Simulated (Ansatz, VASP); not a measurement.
**CdS in VASP and in Ansatz**

```xyz
2
Lattice="0.0000 2.7269 2.7269 2.7269 0.0000 2.7269 2.7269 2.7269 0.0000" Properties=species:S:1:pos:R:3 pbc="T T T"
Cd    0.0463    0.0463    0.0000
S     2.5645    2.5645    2.7269
```

Change from the starting cell: mode 4 frozen in at -0.162 Å and mode 5 at -0.162 Å (largest displacements).

Alike in both runs: task single point; functional r2SCAN; k mesh 8 × 8 × 8; occupations gaussian, width 0.05 eV; no spin polarisation.

|  | VASP | Ansatz |
| --- | --- | --- |
| version | VASP 6.6.1 | Ansatz 0.2.0 |
| potentials or method | VASP PAW PBE potentials, release 64 (Cd, S), cutoff 520 eV | scalar-relativistic, plane waves, PAW |
| valence electrons in the cell | 18 | 26 |

```tsv
	VASP	Ansatz	Ansatz less VASP
gap on the k mesh at the Fermi level (eV)	0.90	0.93	+0.027
least direct gap on the mesh (eV)	2.20	2.23	+0.031
pressure (GPa)	3.1	2.6	-0.51
traceless stress, the component that is largest in VASP (GPa)	-3.04	-2.97	+0.073
rms of the force components (eV/Å)	0.379	0.365	-0.0145
```

VASP's potentials were made for PBE, not for r2SCAN. Atom by atom the forces differ by 0.015 eV/Å (rms over components). VASP's potentials hold 18 valence electrons a cell and Ansatz's 26, so a difference there can come from the potentials and not from the codes.
